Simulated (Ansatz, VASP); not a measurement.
C in VASP and in Ansatz

INCAR

```
SYSTEM = C
PREC = Accurate
ENCUT = 600
EDIFF = 1E-6
ISMEAR = 0
SIGMA = 0.02
LREAL = .FALSE.
LASPH = .TRUE.
NELM = 60
ALGO = Normal
ISIF = 3
LWAVE = .FALSE.
LCHARG = .FALSE.
GGA = PE
IBRION = 2
NSW = 100
EDIFFG = -0.005
```

KPOINTS

```
regular mesh
0
G
  14 14 14
  0 0 0
```

POSCAR

```
C
1.0
    0.0000000000      2.1270000000      3.3480000000
    1.2280000000      0.0000000000      3.3480000000
    1.2280000000      2.1270000000      0.0000000000
C
2
Direct
    0.1666700000      0.8333300000      0.1666700000
    0.8333300000      0.1666700000      0.8333300000
```

Input for Ansatz:

```yaml
crystal:
  lattice:
    - [0.0, 2.127, 3.348]
    - [1.228, 0.0, 3.348]
    - [1.228, 2.127, 0.0]
  atoms:
    - { symbol: C, position: [0.16667, 0.83333, 0.16667] }
    - { symbol: C, position: [0.83333, 0.16667, 0.83333] }
basis:
  ecutwfc: 520.0
kpoints:
  mp_grid: { grid: [14, 14, 14] }
hamiltonian:
  xc: pbe
  pseudopotentials: { kind: paw, azcp: { folder: soft_1 } }
scf:
  occupations: { method: gaussian, width: 0.02 }
output:
  forces: true
  stress: true
  eigenvalues: true
relax:
  adjacent_minimum: "off"
  f_tol: 0.005
  max_steps: 80
  cell: { stress_tol: 0.05 }
```

Alike in both runs: task relaxation of cell and atoms; functional PBE; k mesh 14 × 14 × 14; occupations gaussian, width 0.02 eV; no spin polarisation.

|  | VASP | Ansatz |
| --- | --- | --- |
| version | VASP 6.6.1 | Ansatz 0.2.0 |
| potentials or method | VASP PAW PBE potentials, release 64 (C), cutoff 600 eV | scalar-relativistic, plane waves, PAW |
| valence electrons in the cell | 8 | 8 |

```csv
,VASP,Ansatz,Ansatz less VASP
"gap on the k mesh at the Fermi level, each at its own relaxed structure (eV)",0.89,1.04,+0.145
relaxed volume (Å³/atom),10.44,11.32,+0.878
relaxed length of the cell vector where the two differ most in proportion (Å),4.149,4.470,+0.3211
```

One of these differences is far larger than is usual between the two programs; its cause wasn't traced.

Noted on VASP's run: the volume moved by over 15 % at a fixed basis, so the end points are rough.
